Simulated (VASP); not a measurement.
# Mo (Im-3m) in VASP: relaxation of cell and atoms with PBE

Aim: the relaxation of cell and atoms of Mo with PBE.

Program: VASP 6.6.1. These are calculated values, not measurements. Logs are shortened: lines on timing, memory, paths and dates and some standing lists are left out, and cuts for length are marked.

## Step 1: The cell of the first run

The structure is cubic, space group Im-3m (No. 229). Conventional cell: a = 3.147 Å, b = 3.147 Å, c = 3.147 Å, α = 90.00°, β = 90.00°, γ = 90.00°. Mo (site symmetry m-3m) has 14 Mo at 2.73 to 3.15 Å within 3.6 Å.

## Step 2: Relaxation of cell and atoms, PBE

INCAR

```
SYSTEM = Mo
ALGO     = Normal         ! electronic algorithm
EDIFF    = 1E-7           ! SCF threshold, eV
EDIFFG   = -0.003         ! ionic threshold
ENCUT    = 500            ! plane-wave cutoff, eV
GGA      = PE             ! functional
GGA_COMPAT= .False.      
IBRION   = 2              ! ionic algorithm
ISIF     = 3              ! what is computed and relaxed
ISMEAR   = -1             ! smearing method
LASPH    = .True.         ! aspherical terms in the spheres
LCHARG   = .False.        ! write CHGCAR
LREAL    = .False.        ! projectors in reciprocal space
LWAVE    = .False.        ! write WAVECAR
NELM     = 120            ! most SCF steps
NELMIN   = 4            
NSW      = 100            ! ionic steps
PREC     = Accurate       ! precision mode
SIGMA    = 0.05           ! smearing width, eV
```

KPOINTS

```
k-points
0
Gamma
  23 23 23
  0 0 0
```

POSCAR

```
Mo
1.0
   -1.5736500000      1.5736500000      1.5736500000
    1.5736500000     -1.5736500000      1.5736500000
    1.5736500000      1.5736500000     -1.5736500000
Mo
1
Direct
    0.0000000000      0.0000000000      0.0000000000
```

Potentials or basis: VASP PAW PBE potentials, release 64 (Mo_sv).

Started as:

```bash
$ cat potpaw_PBE.64/Mo_sv/POTCAR > POTCAR
$ mpirun -np 1 vasp_std > vasp.out
```

OUTCAR:

```text
SYSTEM = Mo
   EDIFF = 1E-7
   EDIFFG = -0.003
   ENCUT = 500
   GGA = PE
   IBRION = 2
   ISIF = 3
   ISMEAR = -1
   LASPH = .True.
   LREAL = .False.
   NELM = 120
   NELMIN = 4
   NSW = 100
   PREC = Accurate

 ion  position               nearest neighbor table
   1  0.000  0.000  0.000-

  LATTYP: Found a body centered cubic cell.
 ALAT       =     3.1473000000

  Lattice vectors:

 A1 = (  -1.5736500000,   1.5736500000,   1.5736500000)
 A2 = (   1.5736500000,  -1.5736500000,   1.5736500000)
 A3 = (   1.5736500000,   1.5736500000,  -1.5736500000)

Analysis of symmetry for initial positions (statically):
=====================================================================
 Subroutine PRICEL returns:
 Original cell was already a primitive cell.

 Routine SETGRP: Setting up the symmetry group for a
 body centered cubic supercell.

 Subroutine GETGRP returns: Found 48 space group operations
 (whereof 48 operations were pure point group operations)
 out of a pool of 48 trial point group operations.

The static configuration has the point symmetry O_h .

Analysis of symmetry for dynamics (positions and initial velocities):
=====================================================================
 Subroutine PRICEL returns:
 Original cell was already a primitive cell.

 Routine SETGRP: Setting up the symmetry group for a
 body centered cubic supercell.

 Subroutine GETGRP returns: Found 48 space group operations
 (whereof 48 operations were pure point group operations)
 out of a pool of 48 trial point group operations.

The dynamic configuration has the point symmetry O_h .

 Subroutine INISYM returns: Found 48 space group operations
 (whereof 48 operations are pure point group operations),
 and found     1 'primitive' translations

----------------------------------------------------------------------------------------

                                     Primitive cell

  volume of cell :      15.5878

  direct lattice vectors                    reciprocal lattice vectors
    -1.573650000  1.573650000  1.573650000     0.000000000  0.317732660  0.317732660
     1.573650000 -1.573650000  1.573650000     0.317732660  0.000000000  0.317732660
     1.573650000  1.573650000 -1.573650000     0.317732660  0.317732660  0.000000000

  length of vectors
     2.725641753  2.725641753  2.725641753     0.449341837  0.449341837  0.449341837

  position of ions in fractional coordinates (direct lattice)
     0.000000000  0.000000000  0.000000000

  ion indices of the primitive-cell ions
   primitive index   ion index
                 1           1

----------------------------------------------------------------------------------------

 KPOINTS: k-points

Automatic generation of k-mesh.
 Grid dimensions read from file:
 generate k-points for:   23   23   23

 Generating k-lattice:

  Cartesian coordinates                     Fractional coordinates (reciprocal lattice)
     0.000000000  0.013814463  0.013814463     0.043478261  0.000000000  0.000000000
     0.013814463  0.000000000  0.013814463     0.000000000  0.043478261  0.000000000
     0.013814463  0.013814463  0.000000000     0.000000000  0.000000000  0.043478261

  Length of vectors
     0.019536602  0.019536602  0.019536602

  Shift w.r.t. Gamma in fractional coordinates (k-lattice)
     0.000000000  0.000000000  0.000000000

 Subroutine IBZKPT returns following result:
 ===========================================

 Found    364 irreducible k-points:

 Following reciprocal coordinates:
            Coordinates               Weight
  0.000000  0.000000  0.000000      1.000000
  0.043478  0.000000  0.000000     12.000000
  0.086957  0.000000  0.000000     12.000000
  0.130435  0.000000  0.000000     12.000000
  0.173913  0.000000  0.000000     12.000000
  0.217391  0.000000  0.000000     12.000000
[... 16 lines left out ...]
  0.478261  0.043478 -0.000000     24.000000
  0.086957  0.086957  0.000000     24.000000
 [... further k-points ...]
   k-points           NKPTS =    364   k-points in BZ     NKDIM =    364   number of bands    NBANDS=     11
   number of dos      NEDOS =    301   number of ions     NIONS =      1
   total plane-waves  NPLWV =   8000
   dimension x,y,z NGX =    20 NGY =   20 NGZ =   20
   dimension x,y,z NGXF=    40 NGYF=   40 NGZF=   40
   ions per type =               1
   NGX,Y,Z   is equivalent  to a cutoff of  12.20, 12.20, 12.20 a.u.
   NGXF,Y,Z  is equivalent  to a cutoff of  24.40, 24.40, 24.40 a.u.
 SYSTEM =  Mo
   PREC   = accura    normal or accurate (medium, high low for compatibility)
   ISTART =      0    job   : 0-new  1-cont  2-samecut
   ICHARG =      2    charge: 1-file 2-atom 10-const
   ISPIN  =      1    spin polarized calculation?
   LNONCOLLINEAR =      F non collinear calculations
   LSORBIT =      F    spin-orbit coupling
   LASPH  =      T    aspherical Exc in radial PAW
   ENCUT  =  500.0 eV  36.75 Ry    6.06 a.u.   4.97  4.97  4.97*2*pi/ulx,y,z
   NELM   =    120;   NELMIN=  4; NELMDL= -5     # of ELM steps
   EDIFF  = 0.1E-06   stopping-criterion for ELM
   LREAL  =      F    real-space projection
   EDIFFG = -.3E-02   stopping-criterion for IOM
   NSW    =    100    number of steps for IOM
   IBRION =      2    ionic relax: 0-MD 1-quasi-New 2-CG
   NFREE  =      1    steps in history (QN), initial steepest desc. (CG)
   ISIF   =      3    stress and relaxation
   ISYM   =      2    0-nonsym 1-usesym 2-fastsym
   POTIM  = 0.5000    time-step for ionic-motion
   TEBEG  =    0.0;   TEEND  =   0.0 temperature during run
   PSTRESS=    0.0 pullay stress
   NELECT =      14.0000    total number of electrons
   NUPDOWN=      -1.0000    fix difference up-down
   EMIN   =  10.00;   EMAX   =-10.00  energy-range for DOS
   EFERMI =   0.00;   METHOD = LEGACY
   ISMEAR =    -1;   SIGMA  =   0.05  broadening in eV -4-tet -1-fermi 0-gaus
   EFERMI_NEDOS =   21; number of points for ismear=-14 and -15
   IALGO  =     38    algorithm
   IMIX   =      4    mixing-type and parameters
     AMIX     =   0.40;   BMIX     =  1.00
     AMIX_MAG =   1.60;   BMIX_MAG =  1.00
  volume/ion in A,a.u.               =      15.59       105.19
  Fermi-wavevector in a.u.,A,eV,Ry     =   1.579511  2.984843 33.944570  2.494856
  Thomas-Fermi vector in A             =   2.679879
   LORBIT       =      0    0 simple, 1 ext, 2 COOP (PROOUT), +10 PAW based schemes
   GGA     = PE    functional components
   LHFCALC =     F    Hartree Fock is set to
   AEXX    =    0.0000 exact exchange contribution
   IVDW    =     0    specifies the selected vdW correction
   LEPSILON=     F    determine dielectric tensor
   LRPA    =     F    only Hartree local field effects (RPA)
 conjugate gradient relaxation of ions
 non-spin polarized calculation
  energy-cutoff  :      500.00
  volume of cell :       15.59
 maximum number of plane-waves:       410
   NGX =  9   NGY =  9   NGZ =  9

--------------------------------------- Ionic step        1  -------------------------------------------

 number of electron      14.0000001 magnetization

 Free energy of the ion-electron system (eV)
  ---------------------------------------------------
  ext. energy  EPLUGINS =         0.00000000
  ---------------------------------------------------
  free energy    TOTEN  =       -10.93719508 eV

  energy without entropy =      -10.93327597  energy(sigma->0) =      -10.93523552

------------------------ aborting loop because EDIFF is reached ----------------------------------------

  FORCE on cell =-STRESS in cart. coord.  units (eV):
  Direction    XX          YY          ZZ          XY          YZ          ZX
  --------------------------------------------------------------------------------------
  -------------------------------------------------------------------------------------
  Total        0.3929456      0.3929456      0.3929456      0.0000000      0.0000000      0.0000000
  in kB       40.3885784     40.3885784     40.3885784      0.0000000      0.0000000      0.0000000
  external PRESSURE =      40.3885784 kB  Pullay stress =       0.0000000 kB
[... 90 lines left out ...]
  energy  without entropy=      -10.9362411077  energy(sigma->0) =      -10.93818118

--------------------------------------- Ionic step        4  -------------------------------------------

 number of electron      14.0000004 magnetization

 Free energy of the ion-electron system (eV)
  ---------------------------------------------------
  ext. energy  EPLUGINS =         0.00000000
  ---------------------------------------------------
  free energy    TOTEN  =       -10.94012201 eV

  energy without entropy =      -10.93624135  energy(sigma->0) =      -10.93818168

 E-fermi :  12.3977     XC(G=0): -13.3231

 val. band max:       12.3843217804   @ k =  -0.2174   0.3043   0.0870
 cond. band min:      12.4319565469   @ k =  -0.2174   0.2609   0.0870
 fundamental gap:      0.0476347666
 Fermi energy:        12.3977324338

 k-point     1 :       0.0000    0.0000    0.0000
  band No.  band energies     occupation
      1     -48.8862      2.00000
      2     -22.1797      2.00000
      3     -22.1797      2.00000
      4     -22.1797      2.00000
      5       5.2036      2.00000
      6      11.0551      2.00000
      7      11.0551      2.00000
      8      11.0551      2.00000
      9      14.0362      0.00000
     10      14.0362      0.00000
     11      27.2129      0.00000
[... 309 lines left out ...]
 k-point    24 :       0.0870    0.0870    0.0000
  band No.  band energies     occupation
      1     -48.8348      2.00000
      2     -22.4750      2.00000
      3     -22.2480      2.00000
      4     -22.2058      2.00000
      5       6.1286      2.00000
      6      10.6491      2.00000
      7      10.7663      2.00000
      8      12.0262      1.99881
      9      13.4340      0.00000
     10      14.1358      0.00000
     11      27.8833      0.00000

 [... further k-points ...]
[... 5 lines left out ...]
  --------------------------------------------------------------------------------------
  -------------------------------------------------------------------------------------
  Total        0.0021081      0.0021081      0.0021081      0.0000000     -0.0000000      0.0000000
  in kB        0.2134654      0.2134654      0.2134654      0.0000000     -0.0000000      0.0000000
  external PRESSURE =       0.2134654 kB  Pullay stress =       0.0000000 kB
[... 16 lines left out ...]
  FREE ENERGIE OF THE ION-ELECTRON SYSTEM (eV)
  ---------------------------------------------------
  free  energy   TOTEN  =       -10.9401220074 eV

  energy  without entropy=      -10.9362413543  energy(sigma->0) =      -10.93818168

 reached required accuracy - stopping structural energy minimisation
```

It took 87 s on 1 thread of Intel Xeon 6975P-C, shared host; peak memory 0.18 GiB.

Results:

```
Free energy                            : -10.9401 eV
Relaxed volume                         : 15.82 Å³/atom
Relaxed cell                           : a = 2.739 Å, b = 2.739 Å, c = 2.739 Å, α = 109.47°, β = 109.47°, γ = 109.47°
Space group after relaxing (to 0.05 Å) : Im-3m (No. 229)
Energy gained by relaxing              : 2.9 meV/atom
Ionic steps                            : 4
Pressure after relaxing                : 0.0 GPa
Band gap on the k mesh                 : zero (band 7 reaches 16.18 eV, above the bottom of band 8 at 11.06 eV)
```

The path:
```csv
step,energy change (eV),largest force (eV/Å),pressure (GPa),volume (Å³)
1,0.0000,0.0000,4.04,15.59
2,0.0184,0.0000,-9.88,16.49
3,-0.0029,0.0000,-0.06,15.83
4,-0.0029,0.0000,0.02,15.82
```

Final structure:
```
Mo
1.0
    -1.58151    1.58151    1.58151
     1.58151   -1.58151    1.58151
     1.58151    1.58151   -1.58151
Mo
1
Cartesian
  0.0000 0.0000 0.0000
```

PBE usually gives volumes a little too large and moduli too small. Zero-point motion and thermal expansion aren't in these numbers.
